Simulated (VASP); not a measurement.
Input of a VASP 6.6.1 run:

The input INCAR:

```
PREC = Accurate ; ENCUT = 520
EDIFF = 1E-6 ; ISMEAR = 0
SIGMA = 0.1 ; LREAL = False
LASPH = True ; NELM = 80
ALGO = Normal ; ISIF = 2
LWAVE = False ; LCHARG = True
GGA = PE ; LELF = True
LVHAR = True ; NBANDS = 30
```

KPOINTS

```
regular mesh
0
Gamma
  6 6 10
```

Contents of POSCAR:

```
GaSe5
1.0
    6.4278296314      0.0000000000      0.0000000000
   -3.2139148157      5.5666637520      0.0000000000
    0.0000000000      0.0000000000      3.7249341019
Ga Se
1 5
Direct
    0.0000000000      0.0000000000      0.5000000000
    0.6739539816      0.0000000000      0.0000000000
    0.0000000000      0.6739539816      0.0000000000
    0.3260460184      0.3260460184      0.0000000000
    0.3333333333      0.6666666667      0.5000000000
    0.6666666667      0.3333333333      0.5000000000
```

Potentials or basis: VASP PAW PBE potentials, release 64 (Ga_d, Se).

The run is started by

```sh
$ cat potpaw_PBE.64/Ga_d/POTCAR potpaw_PBE.64/Se/POTCAR > POTCAR
$ mpirun -np 1 vasp_std > vasp.out
```

(1) Predict the pressure.

(2) Predict the band gap on the k mesh.

## Answers

(1) 0.0 GPa.

(2) zero (an odd number of electrons rules out a gap without spin polarisation).

Caveat: an odd number of electrons without spin polarisation forces a metal; a magnetic or distorted state may lie lower.
